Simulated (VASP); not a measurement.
## Cu: single point with PBEsol

Crystal: Cu.

```
Cu
1.0
     2.44419    0.00000    0.00000
    -1.22209    2.11673    0.00000
     0.00000    0.00000    3.98446
Cu
2
Cartesian
  1.2221 0.7056 2.9883
  0.0000 1.4112 0.9961
```

This isn't the form of Cu at room conditions, which is fcc.

```yaml
Program: VASP 6.6.1
Task: single point
Functional: PBEsol
Potentials_or_basis: VASP PAW PBE potentials, release 64 (Cu_sv_GW)
Cutoff: 820 eV
k_mesh: 12 × 12 × 7
Occupations: fermi-dirac, width 0.05 eV
Spin: no spin polarisation
Dipole_correction: no
Further_INCAR_settings: ALGO = Normal; EDIFF = 1e-06; NBANDS = 26
```

```yaml
Pressure: 18.4 GPa
Band_gap_on_the_k_mesh: zero (bands 19 and 20 overlap by 6.33 eV)
```

Levels at points of the mesh, in eV from the Fermi level:
```csv
k point,band 17,band 18,band 19,band 20,band 21,band 22
"(0.00, 0.00, 0.00)",-2.74,-1.81,-1.81,-1.46,4.53,22.43
"(0.50, 0.00, 0.00)",-1.63,-1.57,0.02,1.86,8.40,8.94
```

Wall time 110 s on 1 thread of AMD EPYC 7R43 64-Core Processor (Zen 3), on a shared host, peak memory 0.19 GiB.

Caveat: the cell stands under pressure; the PAW data sets were made with another functional, which shifts forces and pressure a little.
